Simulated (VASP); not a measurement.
# Sn (P6/mmm) in VASP: a series of runs

Sn is run at these levels: PBE; tasks: single point.

Program: VASP 6.6.1. These are calculated values, not measurements. Logs are shortened: lines on timing, memory, paths and dates and some standing lists are left out, and cuts for length are marked.

## 1. The cell of the first run

The structure is hexagonal, space group P6/mmm (No. 191). The conventional cell has a = 5.306 Å, b = 5.306 Å, c = 3.260 Å, α = 90.00°, β = 90.00°, γ = 120.00°. Sn (site symmetry 6/mmm) has 14 Sn at 3.26 to 3.47 Å within 4.3 Å. Within 4.0 Å of Sn (site symmetry -6m2) lie 11 Sn at 3.06 to 3.47 Å.

## 2. Single point, PBE

The input, INCAR:

```
SYSTEM = Sn
PREC     = Accurate       ! precision mode
ENCUT    = 520            ! plane-wave cutoff, eV
EDIFF    = 1E-7           ! SCF threshold, eV
ISMEAR   = -1             ! smearing method
SIGMA    = 0.1            ! smearing width, eV
LREAL    = .FALSE.        ! projectors in reciprocal space
LASPH    = .TRUE.         ! aspherical terms in the spheres
NELM     = 80             ! most SCF steps
ALGO     = Normal         ! electronic algorithm
ISIF     = 2              ! what is computed and relaxed
LWAVE    = .FALSE.        ! write WAVECAR
LCHARG   = .FALSE.        ! write CHGCAR
GGA      = PE             ! functional
NBANDS   = 28             ! bands
```

The input, KPOINTS:

```
regular mesh
0
G
  7 7 9
  0 0 0
```

The input, POSCAR:

```
Sn
1.0
    5.3061518686      0.0000000000      0.0000000000
   -2.6530759343      4.5952623145      0.0000000000
    0.0000000000      0.0000000000      3.2595179501
Sn
3
Direct
    0.0000000000      0.0000000000      0.0000000000
    0.3333333333      0.6666666667      0.5000000000
    0.6666666667      0.3333333333      0.5000000000
```

Potentials or basis: VASP PAW PBE potentials, release 64 (Sn_d).

Launch:

```sh
> cat potpaw_PBE.64/Sn_d/POTCAR > POTCAR
> mpirun -np 1 vasp_std > vasp.out
```

OUTCAR:

```text
SYSTEM = Sn
   PREC = Accurate
   ENCUT = 520
   EDIFF = 1E-7
   ISMEAR = -1
   LREAL = .FALSE.
   LASPH = .TRUE.
   NELM = 80
   ISIF = 2
   GGA = PE

 ion  position               nearest neighbor table
   1  0.000  0.000  0.000-   2 3.47   3 3.47   2 3.47   3 3.47   2 3.47   2 3.47   3 3.47   3 3.47
                             3 3.47   3 3.47   2 3.47   2 3.47
   2  0.333  0.667  0.500-   3 3.06   3 3.06   3 3.06   1 3.47   1 3.47   1 3.47   1 3.47   1 3.47
                             1 3.47
   3  0.667  0.333  0.500-   2 3.06   2 3.06   2 3.06   1 3.47   1 3.47   1 3.47   1 3.47   1 3.47
                             1 3.47

  LATTYP: Found a hexagonal cell.
 ALAT       =     5.3061518686
 C/A-ratio  =     0.6142903616

  Lattice vectors:

 A1 = (   5.3061518686,   0.0000000000,   0.0000000000)
 A2 = (  -2.6530759343,   4.5952623145,   0.0000000000)
 A3 = (   0.0000000000,   0.0000000000,   3.2595179501)

Analysis of symmetry for initial positions (statically):
=====================================================================
 Subroutine PRICEL returns:
 Original cell was already a primitive cell.

 Routine SETGRP: Setting up the symmetry group for a
 hexagonal supercell.

 Subroutine GETGRP returns: Found 24 space group operations
 (whereof 24 operations were pure point group operations)
 out of a pool of 24 trial point group operations.

The static configuration has the point symmetry D_6h.

Analysis of symmetry for dynamics (positions and initial velocities):
=====================================================================
 Subroutine PRICEL returns:
 Original cell was already a primitive cell.

 Routine SETGRP: Setting up the symmetry group for a
 hexagonal supercell.

 Subroutine GETGRP returns: Found 24 space group operations
 (whereof 24 operations were pure point group operations)
 out of a pool of 24 trial point group operations.

The dynamic configuration has the point symmetry D_6h.

 Subroutine INISYM returns: Found 24 space group operations
 (whereof 24 operations are pure point group operations),
 and found     1 'primitive' translations

----------------------------------------------------------------------------------------

                                     Primitive cell

  volume of cell :      79.4773

  direct lattice vectors                    reciprocal lattice vectors
     5.306151869  0.000000000  0.000000000     0.188460494  0.108807717  0.000000000
    -2.653075934  4.595262315  0.000000000     0.000000000  0.217615433  0.000000000
     0.000000000  0.000000000  3.259517950     0.000000000  0.000000000  0.306793831

  length of vectors
     5.306151869  5.306151869  3.259517950     0.217615433  0.217615433  0.306793831

  position of ions in fractional coordinates (direct lattice)
     0.000000000  0.000000000  0.000000000
     0.333333333  0.666666667  0.500000000
     0.666666667  0.333333333  0.500000000

  ion indices of the primitive-cell ions
   primitive index   ion index
                 1           1
                 2           2
                 3           3

----------------------------------------------------------------------------------------

 KPOINTS: regular mesh

Automatic generation of k-mesh.
 Grid dimensions read from file:
 generate k-points for:    7    7    9

 Generating k-lattice:

  Cartesian coordinates                     Fractional coordinates (reciprocal lattice)
     0.026922928  0.015543960  0.000000000     0.142857143  0.000000000  0.000000000
     0.000000000  0.031087919  0.000000000     0.000000000  0.142857143  0.000000000
     0.000000000  0.000000000  0.034088203     0.000000000  0.000000000  0.111111111

  Length of vectors
     0.031087919  0.031087919  0.034088203

  Shift w.r.t. Gamma in fractional coordinates (k-lattice)
     0.000000000  0.000000000  0.000000000

 Subroutine IBZKPT returns following result:
 ===========================================

 Found     40 irreducible k-points:

 Following reciprocal coordinates:
            Coordinates               Weight
  0.000000  0.000000  0.000000      1.000000
  0.142857  0.000000  0.000000      6.000000
  0.285714 -0.000000  0.000000      6.000000
  0.428571 -0.000000  0.000000      6.000000
  0.142857  0.142857  0.000000      6.000000
  0.285714  0.142857  0.000000     12.000000
[... 16 lines left out ...]
  0.428571  0.142857  0.222222     12.000000
  0.285714  0.285714  0.222222     12.000000
 [... further k-points ...]
   k-points           NKPTS =     40   k-points in BZ     NKDIM =     40   number of bands    NBANDS=     28
   number of dos      NEDOS =    301   number of ions     NIONS =      3
   total plane-waves  NPLWV =  38400
   dimension x,y,z NGX =    40 NGY =   40 NGZ =   24
   dimension x,y,z NGXF=    80 NGYF=   80 NGZF=   48
   ions per type =               3
   NGX,Y,Z   is equivalent  to a cutoff of  12.53, 12.53, 12.24 a.u.
   NGXF,Y,Z  is equivalent  to a cutoff of  25.06, 25.06, 24.48 a.u.
 SYSTEM =  Sn
   PREC   = accura    normal or accurate (medium, high low for compatibility)
   ISTART =      0    job   : 0-new  1-cont  2-samecut
   ICHARG =      2    charge: 1-file 2-atom 10-const
   ISPIN  =      1    spin polarized calculation?
   LNONCOLLINEAR =      F non collinear calculations
   LSORBIT =      F    spin-orbit coupling
   LASPH  =      T    aspherical Exc in radial PAW
   ENCUT  =  520.0 eV  38.22 Ry    6.18 a.u.   9.87  9.87  6.06*2*pi/ulx,y,z
   NELM   =     80;   NELMIN=  2; NELMDL= -5     # of ELM steps
   EDIFF  = 0.1E-06   stopping-criterion for ELM
   LREAL  =      F    real-space projection
   EDIFFG = 0.1E-05   stopping-criterion for IOM
   NSW    =      0    number of steps for IOM
   IBRION =     -1    ionic relax: 0-MD 1-quasi-New 2-CG
   NFREE  =      0    steps in history (QN), initial steepest desc. (CG)
   ISIF   =      2    stress and relaxation
   ISYM   =      2    0-nonsym 1-usesym 2-fastsym
   POTIM  = 0.5000    time-step for ionic-motion
   TEBEG  =    0.0;   TEEND  =   0.0 temperature during run
   PSTRESS=    0.0 pullay stress
   NELECT =      42.0000    total number of electrons
   NUPDOWN=      -1.0000    fix difference up-down
   EMIN   =  10.00;   EMAX   =-10.00  energy-range for DOS
   EFERMI =   0.00;   METHOD = LEGACY
   ISMEAR =    -1;   SIGMA  =   0.10  broadening in eV -4-tet -1-fermi 0-gaus
   EFERMI_NEDOS =   21; number of points for ismear=-14 and -15
   IALGO  =     38    algorithm
   IMIX   =      4    mixing-type and parameters
     AMIX     =   0.40;   BMIX     =  1.00
     AMIX_MAG =   1.60;   BMIX_MAG =  1.00
  volume/ion in A,a.u.               =      26.49       178.78
  Fermi-wavevector in a.u.,A,eV,Ry     =   1.323560  2.501165 23.834819  1.751810
  Thomas-Fermi vector in A             =   2.453159
   LORBIT       =      0    0 simple, 1 ext, 2 COOP (PROOUT), +10 PAW based schemes
   GGA     = PE    functional components
   LHFCALC =     F    Hartree Fock is set to
   AEXX    =    0.0000 exact exchange contribution
   IVDW    =     0    specifies the selected vdW correction
   LEPSILON=     F    determine dielectric tensor
   LRPA    =     F    only Hartree local field effects (RPA)
 non-spin polarized calculation
  energy-cutoff  :      520.00
  volume of cell :       79.48
 maximum number of plane-waves:      2160
 NGX is ok and might be reduce to    40

 number of electron      42.0000004 magnetization

 Free energy of the ion-electron system (eV)
  ---------------------------------------------------
  ext. energy  EPLUGINS =         0.00000000
  ---------------------------------------------------
  free energy    TOTEN  =       -11.30110010 eV

  energy without entropy =      -11.24807738  energy(sigma->0) =      -11.27458874

 E-fermi :   8.4819     XC(G=0): -10.4793

 val. band max:        8.4715950247   @ k =   0.0000   0.0000   0.4444
 cond. band min:       8.5095052138   @ k =   0.4286   0.1429   0.2222
 fundamental gap:      0.0379101890
 Fermi energy:         8.4819091600

 k-point     1 :       0.0000    0.0000    0.0000
  band No.  band energies     occupation
      1     -13.3071      2.00000
      2     -13.2285      2.00000
      3     -13.2285      2.00000
      4     -13.1816      2.00000
      5     -13.1768      2.00000
      6     -13.1768      2.00000
[... 20 lines left out ...]
     27      16.7363      0.00000
     28      16.7363      0.00000

 k-point     2 :       0.1429    0.0000    0.0000
  band No.  band energies     occupation
      1     -13.3056      2.00000
      2     -13.2300      2.00000
      3     -13.2295      2.00000
      4     -13.1811      2.00000
      5     -13.1783      2.00000
      6     -13.1766      2.00000
[... 20 lines left out ...]
     27      16.1234      0.00000
     28      16.3244      0.00000

 k-point     3 :       0.2857   -0.0000    0.0000
  band No.  band energies     occupation
      1     -13.3022      2.00000
      2     -13.2370      2.00000
      3     -13.2332      2.00000
      4     -13.1816      2.00000
      5     -13.1773      2.00000
      6     -13.1748      2.00000
[... 20 lines left out ...]
     27      15.3352      0.00000
     28      15.8444      0.00000

 k-point     4 :       0.4286   -0.0000    0.0000
  band No.  band energies     occupation
      1     -13.2996      2.00000
      2     -13.2476      2.00000
      3     -13.2355      2.00000
      4     -13.1842      2.00000
      5     -13.1718      2.00000
      6     -13.1686      2.00000
[... 20 lines left out ...]
     27      15.5578      0.00000
     28      15.9712      0.00000

 k-point     5 :       0.1429    0.1429    0.0000
  band No.  band energies     occupation
      1     -13.3031      2.00000
      2     -13.2339      2.00000
      3     -13.2324      2.00000
      4     -13.1798      2.00000
      5     -13.1794      2.00000
      6     -13.1763      2.00000
[... 20 lines left out ...]
     27      15.5769      0.00000
     28      15.6808      0.00000

 k-point     6 :       0.2857    0.1429    0.0000
  band No.  band energies     occupation
      1     -13.3002      2.00000
      2     -13.2423      2.00000
      3     -13.2374      2.00000
      4     -13.1815      2.00000
      5     -13.1744      2.00000
      6     -13.1742      2.00000
[... 463 lines left out ...]
      5     -13.2131      2.00000
      6     -13.1187      2.00000
[... 20 lines left out ...]
     27      14.2224      0.00000
     28      15.9187      0.00000

 k-point    22 :       0.2857    0.1429    0.2222
  band No.  band energies     occupation
      1     -13.2380      2.00000
      2     -13.2353      2.00000
      3     -13.2226      2.00000
      4     -13.2174      2.00000
      5     -13.2093      2.00000
      6     -13.1439      2.00000
[... 20 lines left out ...]
     27      13.9239      0.00000
     28      15.8445      0.00000

 k-point    23 :       0.4286    0.1429    0.2222
  band No.  band energies     occupation
      1     -13.2364      2.00000
      2     -13.2344      2.00000
      3     -13.2228      2.00000
      4     -13.2188      2.00000
      5     -13.2051      2.00000
      6     -13.1565      2.00000
[... 20 lines left out ...]
     27      13.8035      0.00000
     28      15.3472      0.00000

 k-point    24 :       0.2857    0.2857    0.2222
  band No.  band energies     occupation
      1     -13.2361      2.00000
      2     -13.2352      2.00000
      3     -13.2229      2.00000
      4     -13.2085      2.00000
      5     -13.2077      2.00000
      6     -13.1700      2.00000
[... 20 lines left out ...]
     27      14.3513      0.00000
     28      16.6432      0.00000

 [... further k-points ...]

------------------------ aborting loop because EDIFF is reached ----------------------------------------

  FORCE on cell =-STRESS in cart. coord.  units (eV):
  Direction    XX          YY          ZZ          XY          YZ          ZX
  --------------------------------------------------------------------------------------
  -------------------------------------------------------------------------------------
  Total        1.3230627      1.3230627      1.3280460      0.0000000     -0.0000000     -0.0000000
  in kB       26.6715128     26.6715128     26.7719703      0.0000000     -0.0000000     -0.0000000
  external PRESSURE =      26.7049987 kB  Pullay stress =       0.0000000 kB

 VOLUME and BASIS-vectors are now :
 -----------------------------------------------------------------------------
  energy-cutoff  :      520.00
  volume of cell :       79.48
      direct lattice vectors                 reciprocal lattice vectors
     5.306151869  0.000000000  0.000000000     0.188460494  0.108807717  0.000000000
    -2.653075934  4.595262315  0.000000000     0.000000000  0.217615433  0.000000000
     0.000000000  0.000000000  3.259517950     0.000000000  0.000000000  0.306793831

 POSITION                                       TOTAL-FORCE (eV/Angst)
 -----------------------------------------------------------------------------------
      0.00000      0.00000      0.00000         0.000000      0.000000      0.000000
     -0.00000      3.06351      1.62976         0.000000      0.000000     -0.000000
      2.65308      1.53175      1.62976        -0.000000      0.000000      0.000000
 -----------------------------------------------------------------------------------
    total drift:                               -0.000000      0.000000      0.000000

  FREE ENERGIE OF THE ION-ELECTRON SYSTEM (eV)
  ---------------------------------------------------
  free  energy   TOTEN  =       -11.3011001009 eV

  energy  without entropy=      -11.2480773797  energy(sigma->0) =      -11.27458874
```

Run time: 52 s. Hardware: 1 thread of Intel Xeon Platinum 8259CL at 2.50GHz (Skylake/Cascade Lake), shared host; peak memory 0.22 GiB.

Results:

```
Free energy            : -11.3011 eV
Pressure               : 2.7 GPa
Band gap on the k mesh : zero (band 21 reaches 10.50 eV, above the bottom of band 22 at 5.90 eV)
```

Caveat: spin-orbit coupling is left out, which moves the levels of the heavy elements.

## 3. Single point, PBE

The input, INCAR:

```
  PREC = Accurate
  ENCUT = 520
  EDIFF = 1E-7
  ISMEAR = -1
  SIGMA = 0.1
  LREAL = F
  LASPH = T
  NELM = 100
  ALGO = Normal
  ISIF = 2
  LWAVE = F
  LCHARG = T
  GGA = PE
  LELF = T
  LVHAR = T
  NBANDS = 28
```

The input, KPOINTS:

```
Automatic mesh
0
Gamma
  7 7 9
```

Edit POSCAR of step 2 so:

```diff
@@ -3,3 +3,3 @@
     5.3061518686      0.0000000000      0.0000000000
-   -2.6530759343      4.5952623145      0.0000000000
+   -2.6530759343      4.5952623146      0.0000000000
     0.0000000000      0.0000000000      3.2595179501
```

Potentials or basis: VASP PAW PBE potentials, release 64 (Sn_d).

Launch:

```sh
> cat potpaw_PBE.64/Sn_d/POTCAR > POTCAR
> mpirun -np 1 vasp_std > vasp.out
```

OUTCAR:

```text
PREC = Accurate
   ENCUT = 520
   EDIFF = 1E-7
   ISMEAR = -1
   LREAL = F
   LASPH = T
   NELM = 100
   ISIF = 2
   GGA = PE

 ion  position               nearest neighbor table
   1  0.000  0.000  0.000-   2 3.47   3 3.47   2 3.47   3 3.47   3 3.47   3 3.47   2 3.47   2 3.47
                             3 3.47   3 3.47   2 3.47   2 3.47
   2  0.333  0.667  0.500-   3 3.06   3 3.06   3 3.06   1 3.47   1 3.47   1 3.47   1 3.47   1 3.47
                             1 3.47
   3  0.667  0.333  0.500-   2 3.06   2 3.06   2 3.06   1 3.47   1 3.47   1 3.47   1 3.47   1 3.47
                             1 3.47
[... 943 lines left out ...]
  Direction    XX          YY          ZZ          XY          YZ          ZX
  --------------------------------------------------------------------------------------
  -------------------------------------------------------------------------------------
  Total        1.3230627      1.3230627      1.3280460      0.0000000     -0.0000000      0.0000000
  in kB       26.6715119     26.6715119     26.7719704      0.0000000     -0.0000000      0.0000000
  external PRESSURE =      26.7049981 kB  Pullay stress =       0.0000000 kB

 VOLUME and BASIS-vectors are now :
 -----------------------------------------------------------------------------
  energy-cutoff  :      520.00
  volume of cell :       79.48
      direct lattice vectors                 reciprocal lattice vectors
     5.306151869  0.000000000  0.000000000     0.188460494  0.108807717  0.000000000
    -2.653075934  4.595262315  0.000000000     0.000000000  0.217615433  0.000000000
     0.000000000  0.000000000  3.259517950     0.000000000  0.000000000  0.306793831

 POSITION                                       TOTAL-FORCE (eV/Angst)
 -----------------------------------------------------------------------------------
      0.00000      0.00000      0.00000         0.000000      0.000000     -0.000000
     -0.00000      3.06351      1.62976         0.000000      0.000000     -0.000000
      2.65308      1.53175      1.62976        -0.000000      0.000000      0.000000
 -----------------------------------------------------------------------------------
    total drift:                               -0.000000      0.000000      0.000000

  FREE ENERGIE OF THE ION-ELECTRON SYSTEM (eV)
  ---------------------------------------------------
  free  energy   TOTEN  =       -11.3011001010 eV

  energy  without entropy=      -11.2480773799  energy(sigma->0) =      -11.27458874
```

OSZICAR:

```text
N       E                     dE             d eps       ncg     rms          rms(c)
DAV:   1     0.378641079735E+03    0.37864E+03   -0.21695E+04  2252   0.240E+03
DAV:   2     0.350844962828E+02   -0.34356E+03   -0.33845E+03  2240   0.531E+02
DAV:   3    -0.942007398921E+01   -0.44505E+02   -0.43842E+02  2472   0.174E+02
DAV:   4    -0.112899256446E+02   -0.18699E+01   -0.18606E+01  2568   0.383E+01
DAV:   5    -0.113557692647E+02   -0.65844E-01   -0.65826E-01  3056   0.690E+00    0.256E+00
DAV:   6    -0.113127097411E+02    0.43060E-01   -0.66155E-02  2792   0.618E+00    0.140E+00
DAV:   7    -0.113016379932E+02    0.11072E-01   -0.68209E-02  2708   0.334E+00    0.233E-01
DAV:   8    -0.113010803782E+02    0.55762E-03   -0.74550E-03  2496   0.134E+00    0.109E-01
DAV:   9    -0.113010948218E+02   -0.14444E-04   -0.89296E-04  2700   0.366E-01    0.213E-02
DAV:  10    -0.113010990143E+02   -0.41925E-05   -0.65419E-05  3344   0.669E-02    0.999E-03
DAV:  11    -0.113010999790E+02   -0.96472E-06   -0.53579E-06  2500   0.201E-02    0.142E-03
DAV:  12    -0.113011001907E+02   -0.21169E-06   -0.43412E-07  2384   0.872E-03    0.643E-04
DAV:  13    -0.113011000699E+02    0.12085E-06   -0.35335E-08  1244   0.314E-03    0.158E-04
DAV:  14    -0.113011001010E+02   -0.31152E-07   -0.13256E-08  1232   0.177E-03
   1 F= -.11301100E+02 E0= -.11274589E+02  d E =-.530227E-01
```

stdout:

```text
POSCAR found type information on POSCAR Sn
 POSCAR found :  1 types and       3 ions
 scaLAPACK will be used
 LDA part: xc-table for (Slater+PW92), standard interpolation
 POSCAR, INCAR and KPOINTS ok, starting setup
 FFT: planning ... GRIDC
 FFT: planning ... GRID_SOFT
 FFT: planning ... GRID
 WAVECAR not read
 entering main loop
```

Wall time 55 s (1 thread of Intel Xeon Platinum 8259CL at 2.50GHz (Skylake/Cascade Lake), shared host); peak memory 0.22 GiB.

Results:

* Free energy: -11.3011 eV
* Pressure: 2.7 GPa
* Band gap on the k mesh: zero (band 21 reaches 10.50 eV, above the bottom of band 22 at 5.90 eV)

Levels at points of the mesh, in eV from the Fermi level:
| k point | band 18 | band 19 | band 20 | band 21 | band 22 | band 23 | band 24 | band 25 |
| --- | --- | --- | --- | --- | --- | --- | --- | --- |
| (0.00, 0.00, 0.00) | -5.22 | -2.71 | -2.71 | -2.58 | -2.58 | 2.80 | 6.36 | 8.07 |

Caveat: spin-orbit coupling is left out, which moves the levels of the heavy elements.

(Continued in part 2 of 2.)
